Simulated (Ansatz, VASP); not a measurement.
## Two plane-wave programs on TePb

File INCAR:

```
PREC = Accurate
ENCUT = 600
EDIFF = 1E-7
ISMEAR = -1
SIGMA = 0.05
LREAL = F
LASPH = T
NELM = 80
ALGO = Normal
ISIF = 3
LWAVE = F
LCHARG = F
GGA = PS
IVDW = 13
IBRION = 2
NSW = 60
EDIFFG = -0.01
```

KPOINTS

```
Automatic mesh
0
Gamma
  7 7 7
```

The input POSCAR:

```
TePb
1.0
    4.0022870000      0.0000000000      0.0000000000
    0.0000000000      4.0022870000      0.0000000000
    0.0000000000      0.0000000000      4.0022870000
Pb Te
1 1
Direct
    0.0000000000      0.0000000000      0.0000000000
    0.5000000000      0.5000000000      0.5000000000
```

File input.yaml:

```yaml
crystal:
  lattice:
    - [4.002287, 0.0, 0.0]
    - [0.0, 4.002287, 0.0]
    - [0.0, 0.0, 4.002287]
  atoms:
    - { symbol: Pb, position: [0.0, 0.0, 0.0] }
    - { symbol: Te, position: [0.5, 0.5, 0.5] }
hamiltonian:
  xc: pbesol
  pseudopotentials: { kind: paw }
  dispersion: d4
kpoints:
  mp_grid: { grid: [7, 7, 7] }
scf:
  occupations: { method: fermi_dirac, width: 0.05 }
output:
  forces: true
  stress: true
  write_density: true
  write_potential: true
  elf: true
  volumetric_format: npy
relax:
  f_tol: 0.01
  max_steps: 40
  cell: { stress_tol: 0.05 }
```

Alike in both runs: task relaxation of cell and atoms; functional PBEsol; dispersion D4; k mesh 7 × 7 × 7; occupations fermi-dirac, width 0.05 eV; no spin polarisation.

```csv
,VASP,Ansatz
version,VASP 6.6.1,Ansatz 0.2.0
potentials or method,"VASP PAW PBE potentials, release 64 (Pb_d, Te)",Ansatz PAW
plane-wave cutoff (eV),600,420
valence electrons in the cell,20,30
```

|  | VASP | Ansatz | Ansatz less VASP |
| --- | --- | --- | --- |
| gap on the k mesh at the Fermi level, each at its own relaxed structure (eV) | none | none | - |
| relaxed volume (Å³/atom) | 29.10 | 29.10 | +0.002 |
| relaxed cell length with the largest relative difference (Å) | 3.875 | 3.875 | +0.0001 |

VASP's potentials were made for PBE, not for PBEsol. A gap of «none» marks a metal or a gap that the smearing closes. VASP's potentials hold 20 valence electrons a cell and Ansatz's 30, so a difference there can come from the potentials and not from the codes.

Spin-orbit coupling is off throughout. Noted on Ansatz's run: the plane-wave basis is chosen anew once the cell has moved, so the energies of steps on either side of that aren't comparable.
